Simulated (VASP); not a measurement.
# SrO (Fm-3m) in VASP: further runs

Runs on SrO. Level: r2SCAN. Tasks: phonons.

Program: VASP 6.6.1. These are calculated values, not measurements. Logs are shortened: lines on timing, memory, paths and dates and some standing lists are left out, and cuts for length are marked.

**1. The cell of the first run**

The structure is cubic, space group Fm-3m (No. 225). The conventional cell has a = 5.073 Å, b = 5.073 Å, c = 5.073 Å, α = 90.00°, β = 90.00°, γ = 90.00°. Sr (site symmetry m-3m) has 6 O at 2.54 Å within 3.3 Å. O (site symmetry m-3m) has 6 Sr at 2.54 Å within 3.3 Å.

**2. Phonons, r2SCAN**

Input file INCAR:

```
PREC     = Accurate       # precision mode
ENCUT    = 520            # plane-wave cutoff, eV
EDIFF    = 1E-8           # SCF threshold, eV
ISMEAR   = 0              # smearing method
SIGMA    = 0.01           # smearing width, eV
LREAL    = False          # projectors in reciprocal space
LASPH    = True           # aspherical terms in the spheres
NELM     = 80             # most SCF steps
ALGO     = Normal         # electronic algorithm
ISIF     = 2              # what is computed and relaxed
LWAVE    = False          # write WAVECAR
LCHARG   = True           # write CHGCAR
METAGGA  = R2SCAN         # meta-GGA
LMIXTAU  = True         
NBANDS   = 15             # bands
IBRION   = 6              # ionic algorithm
NFREE    = 2            
POTIM    = 0.015          # step
NSW      = 1              # ionic steps
```

Input file KPOINTS:

```
Automatic mesh
0
Gamma
  8 8 8
```

Input file POSCAR:

```
SrO
1.0
    0.0000000000      2.5363000000      2.5363000000
    2.5363000000      0.0000000000      2.5363000000
    2.5363000000      2.5363000000      0.0000000000
Sr O
1 1
Direct
    0.0000000000      0.0000000000      0.0000000000
    0.5000000000      0.5000000000      0.5000000000
```

Potentials or basis: VASP PAW PBE potentials, release 64 (Sr_sv, O).

The run is started by

```sh
$ cat potpaw_PBE.64/Sr_sv/POTCAR potpaw_PBE.64/O/POTCAR > POTCAR
$ mpirun -np 1 vasp_std > vasp.out
```

OUTCAR:

```text
PREC = Accurate
   ENCUT = 520
   EDIFF = 1E-8
   ISMEAR = 0
   LREAL = False
   LASPH = True
   NELM = 80
   ISIF = 2
   METAGGA = R2SCAN
   IBRION = 6
   NFREE = 2
   POTIM = 0.015
   NSW = 1

 ion  position               nearest neighbor table
   1  0.000  0.000  0.000-   2 2.54   2 2.54   2 2.54   2 2.54   2 2.54   2 2.54
   2  0.500  0.500  0.500-   1 2.54   1 2.54   1 2.54   1 2.54   1 2.54   1 2.54

  LATTYP: Found a face centered cubic cell.
 ALAT       =     5.0726000000

  Lattice vectors:

 A1 = (   0.0000000000,   2.5363000000,   2.5363000000)
 A2 = (   2.5363000000,   0.0000000000,   2.5363000000)
 A3 = (   2.5363000000,   2.5363000000,   0.0000000000)

Analysis of symmetry for initial positions (statically):
=====================================================================
 Subroutine PRICEL returns:
 Original cell was already a primitive cell.

 Routine SETGRP: Setting up the symmetry group for a
 face centered cubic supercell.

 Subroutine GETGRP returns: Found 48 space group operations
 (whereof 48 operations were pure point group operations)
 out of a pool of 48 trial point group operations.

The static configuration has the point symmetry O_h .

Analysis of symmetry for dynamics (positions and initial velocities):
=====================================================================
 Subroutine PRICEL returns:
 Original cell was already a primitive cell.

 Routine SETGRP: Setting up the symmetry group for a
 face centered cubic supercell.

 Subroutine GETGRP returns: Found 48 space group operations
 (whereof 48 operations were pure point group operations)
 out of a pool of 48 trial point group operations.

The dynamic configuration has the point symmetry O_h .

 Subroutine INISYM returns: Found 48 space group operations
 (whereof 48 operations are pure point group operations),
 and found     1 'primitive' translations

----------------------------------------------------------------------------------------

                                     Primitive cell

  volume of cell :      32.6311

  direct lattice vectors                    reciprocal lattice vectors
     0.000000000  2.536300000  2.536300000    -0.197137563  0.197137563  0.197137563
     2.536300000  0.000000000  2.536300000     0.197137563 -0.197137563  0.197137563
     2.536300000  2.536300000  0.000000000     0.197137563  0.197137563 -0.197137563

  length of vectors
     3.586869858  3.586869858  3.586869858     0.341452274  0.341452274  0.341452274

  position of ions in fractional coordinates (direct lattice)
     0.000000000  0.000000000  0.000000000
     0.500000000  0.500000000  0.500000000

  ion indices of the primitive-cell ions
   primitive index   ion index
                 1           1
                 2           2

----------------------------------------------------------------------------------------

 KPOINTS: Automatic mesh

Automatic generation of k-mesh.
 Grid dimensions read from file:
 generate k-points for:    8    8    8

 Generating k-lattice:

  Cartesian coordinates                     Fractional coordinates (reciprocal lattice)
    -0.024642195  0.024642195  0.024642195     0.125000000  0.000000000  0.000000000
     0.024642195 -0.024642195  0.024642195     0.000000000  0.125000000  0.000000000
     0.024642195  0.024642195 -0.024642195     0.000000000  0.000000000  0.125000000

  Length of vectors
     0.042681534  0.042681534  0.042681534

  Shift w.r.t. Gamma in fractional coordinates (k-lattice)
     0.000000000  0.000000000  0.000000000

 Subroutine IBZKPT returns following result:
 ===========================================

 Found     29 irreducible k-points:

 Following reciprocal coordinates:
            Coordinates               Weight
  0.000000  0.000000  0.000000      1.000000
  0.125000  0.000000  0.000000      8.000000
  0.250000  0.000000  0.000000      8.000000
  0.375000  0.000000  0.000000      8.000000
  0.500000  0.000000  0.000000      4.000000
  0.125000  0.125000  0.000000      6.000000
[... 16 lines left out ...]
  0.500000  0.250000  0.125000     48.000000
 -0.375000  0.250000  0.125000     24.000000
 [... further k-points ...]
   k-points           NKPTS =     29   k-points in BZ     NKDIM =     29   number of bands    NBANDS=     15
   number of dos      NEDOS =    301   number of ions     NIONS =      2
   total plane-waves  NPLWV =  21952
   dimension x,y,z NGX =    28 NGY =   28 NGZ =   28
   dimension x,y,z NGXF=    56 NGYF=   56 NGZF=   56
   ions per type =               1   1
   NGX,Y,Z   is equivalent  to a cutoff of  12.98, 12.98, 12.98 a.u.
   NGXF,Y,Z  is equivalent  to a cutoff of  25.96, 25.96, 25.96 a.u.
 SYSTEM =  unknown system
   PREC   = accura    normal or accurate (medium, high low for compatibility)
   ISTART =      0    job   : 0-new  1-cont  2-samecut
   ICHARG =      2    charge: 1-file 2-atom 10-const
   ISPIN  =      1    spin polarized calculation?
   LNONCOLLINEAR =      F non collinear calculations
   LSORBIT =      F    spin-orbit coupling
   LASPH  =      T    aspherical Exc in radial PAW
   ENCUT  =  520.0 eV  38.22 Ry    6.18 a.u.   6.67  6.67  6.67*2*pi/ulx,y,z
   NELM   =     80;   NELMIN=  2; NELMDL= -5     # of ELM steps
   EDIFF  = 0.1E-07   stopping-criterion for ELM
   LREAL  =      F    real-space projection
   EDIFFG = 0.1E-06   stopping-criterion for IOM
   NSW    =     61    number of steps for IOM
   IBRION =      6    ionic relax: 0-MD 1-quasi-New 2-CG
   NFREE  =      2    steps in history (QN), initial steepest desc. (CG)
   ISIF   =      2    stress and relaxation
   ISYM   =      2    0-nonsym 1-usesym 2-fastsym
   POTIM  = 0.0150    time-step for ionic-motion
   TEBEG  =    0.0;   TEEND  =   0.0 temperature during run
   PSTRESS=    0.0 pullay stress
   NELECT =      16.0000    total number of electrons
   NUPDOWN=      -1.0000    fix difference up-down
   EMIN   =  10.00;   EMAX   =-10.00  energy-range for DOS
   EFERMI =   0.00;   METHOD = LEGACY
   ISMEAR =     0;   SIGMA  =   0.01  broadening in eV -4-tet -1-fermi 0-gaus
   EFERMI_NEDOS =   21; number of points for ismear=-14 and -15
   IALGO  =     38    algorithm
   IMIX   =      4    mixing-type and parameters
     AMIX     =   0.40;   BMIX     =  1.00
     AMIX_MAG =   1.60;   BMIX_MAG =  1.00
  volume/ion in A,a.u.               =      16.32       110.10
  Fermi-wavevector in a.u.,A,eV,Ry     =   1.290934  2.439512 22.674270  1.666512
  Thomas-Fermi vector in A             =   2.422735
   LORBIT       =      0    0 simple, 1 ext, 2 COOP (PROOUT), +10 PAW based schemes
   METAGGA = R2SCAN    functional components
   LHFCALC =     F    Hartree Fock is set to
   AEXX    =    0.0000 exact exchange contribution
   IVDW    =     0    specifies the selected vdW correction
   LEPSILON=     F    determine dielectric tensor
   LRPA    =     F    only Hartree local field effects (RPA)
 finite differences with symmetry
 non-spin polarized calculation
 Gauss-broadening in eV      SIGMA  =   0.01
  energy-cutoff  :      520.00
  volume of cell :       32.63
 maximum number of plane-waves:       893
   NGX = 13   NGY = 13   NGZ = 13

--------------------------------------- Ionic step        1  -------------------------------------------

 number of electron      15.9999995 magnetization

 Free energy of the ion-electron system (eV)
  ---------------------------------------------------
  ext. energy  EPLUGINS =         0.00000000
  ---------------------------------------------------
  free energy    TOTEN  =       -27.02055068 eV

  energy without entropy =      -27.02055068  energy(sigma->0) =      -27.02055068

------------------------ aborting loop because EDIFF is reached ----------------------------------------

  FORCE on cell =-STRESS in cart. coord.  units (eV):
  Direction    XX          YY          ZZ          XY          YZ          ZX
  --------------------------------------------------------------------------------------
  -------------------------------------------------------------------------------------
  Total        1.2290985      1.2290985      1.2290985      0.0000000      0.0000000      0.0000000
  in kB       60.3483491     60.3483491     60.3483491      0.0000000      0.0000000      0.0000000
  external PRESSURE =      60.3483491 kB  Pullay stress =       0.0000000 kB
[... 131 lines left out ...]
--------------------------------------- Ionic step        5  -------------------------------------------

 number of electron      15.9999998 magnetization

 Free energy of the ion-electron system (eV)
  ---------------------------------------------------
  ext. energy  EPLUGINS =         0.00000000
  ---------------------------------------------------
  free energy    TOTEN  =       -27.02020845 eV

  energy without entropy =      -27.02020845  energy(sigma->0) =      -27.02020845

 E-fermi :   1.6902     XC(G=0): -10.7980

 val. band max:        1.5360262575   @ k =   0.0000   0.0000   0.0000
 cond. band min:       5.2537351705   @ k =   0.0000   0.5000   0.5000
 fundamental gap:      3.7177089130
 Fermi energy:         1.6901750422

 k-point     1 :       0.0000    0.0000    0.0000
  band No.  band energies     occupation
      1     -31.7918      2.00000
      2     -14.5417      2.00000
      3     -12.7687      2.00000
      4     -12.7687      2.00000
      5     -12.7683      2.00000
      6       1.5358      2.00000
      7       1.5358      2.00000
      8       1.5360      2.00000
      9       6.5104      0.00000
     10       8.4051      0.00000
     11       8.4061      0.00000
     12       8.4061      0.00000
     13      10.8207      0.00000
     14      10.8222      0.00000
[... 401 lines left out ...]
      2     -15.6543      2.00000
      3     -13.2000      2.00000
      4     -13.0304      2.00000
      5     -12.0886      2.00000
      6      -0.0511      2.00000
      7       0.6421      2.00000
      8       0.7415      2.00000
      9       8.6044      0.00000
     10       8.9968      0.00000
     11      11.9048      0.00000
     12      11.9389      0.00000
     13      14.2819      0.00000
     14      15.6592      0.00000
     15      16.4646      0.00000

 [... further k-points ...]

------------------------ aborting loop because EDIFF is reached ----------------------------------------

  FORCE on cell =-STRESS in cart. coord.  units (eV):
  Direction    XX          YY          ZZ          XY          YZ          ZX
  --------------------------------------------------------------------------------------
  -------------------------------------------------------------------------------------
  Total        1.2351609      1.2282353      1.2282353      0.0000000      0.0000000      0.0000000
  in kB       60.6460144     60.3059704     60.3059704      0.0000000      0.0000000      0.0000000
  external PRESSURE =      60.4193184 kB  Pullay stress =       0.0000000 kB
[... 17 lines left out ...]
  FREE ENERGIE OF THE ION-ELECTRON SYSTEM (eV)
  ---------------------------------------------------
  free  energy   TOTEN  =       -27.0202084496 eV

  energy  without entropy=      -27.0202084496  energy(sigma->0) =      -27.02020845

 INTERNAL STRAIN TENSORS FROM DISPLACED ATOMS
 ============================================

 INTERNAL STRAIN TENSOR FOR ION    1 for displacements in x,y,z  (eV/Angst):
          X           Y           Z          XY          YZ          ZX
  --------------------------------------------------------------------------------
  x     0.00000     0.00000     0.00000     0.00000     0.00000     0.00000
  y     0.00000     0.00000     0.00000     0.00000     0.00000     0.00000
  z     0.00000     0.00000     0.00000     0.00000     0.00000     0.00000

 INTERNAL STRAIN TENSOR FOR ION    2 for displacements in x,y,z  (eV/Angst):
          X           Y           Z          XY          YZ          ZX
  --------------------------------------------------------------------------------
  x     0.00000     0.00000     0.00000     0.00000     0.00000     0.00000
  y     0.00000     0.00000     0.00000     0.00000     0.00000     0.00000
  z     0.00000     0.00000     0.00000     0.00000     0.00000     0.00000

 Eigenvectors and eigenvalues of the dynamical matrix
 ----------------------------------------------------

   1 f  =    7.536668 THz    47.354282 2PiTHz  251.396186 cm-1    31.169141 meV
             X         Y         Z           dx          dy          dz
      0.000000  0.000000  0.000000     0.000000    0.393539    0.000000
      2.536300  2.536300  2.536300     0.000000   -0.919308    0.000000
[... 21 lines left out ...]
   6 f/i=    0.004819 THz     0.030279 2PiTHz    0.160747 cm-1     0.019930 meV
             X         Y         Z           dx          dy          dz
      0.000000  0.000000  0.000000     0.000000   -0.919308    0.000000
      2.536300  2.536300  2.536300     0.000000   -0.393539    0.000000

 ELASTIC MODULI CONTR FROM IONIC RELAXATION (kBar)
 Direction    XX          YY          ZZ          XY          YZ          ZX
 --------------------------------------------------------------------------------
 XX           0.0000      0.0000      0.0000      0.0000      0.0000      0.0000
 YY           0.0000      0.0000      0.0000      0.0000      0.0000      0.0000
 ZZ           0.0000      0.0000      0.0000      0.0000      0.0000      0.0000
 XY           0.0000      0.0000      0.0000      0.0000      0.0000      0.0000
 YZ           0.0000      0.0000      0.0000      0.0000      0.0000      0.0000
 ZX           0.0000      0.0000      0.0000      0.0000      0.0000      0.0000
 --------------------------------------------------------------------------------
```

Run time: 7.7 min. Hardware: 1 thread of Intel Xeon Platinum 8259CL at 2.50GHz (Skylake/Cascade Lake), shared host; peak memory 0.21 GiB.

What came out:

* Highest phonon frequency at Γ, LO-TO splitting left out: 251 cm⁻¹

Phonon frequencies in cm⁻¹ (negative: imaginary):
```
              q point        frequencies
(0.000, 0.000, 0.000)  0 0 0 251 251 251
```

Caveat: the cell stands under pressure or tension, which shifts response properties; the PAW data sets were made with another functional, which shifts forces and pressure a little.

[end of part 1 of 2]
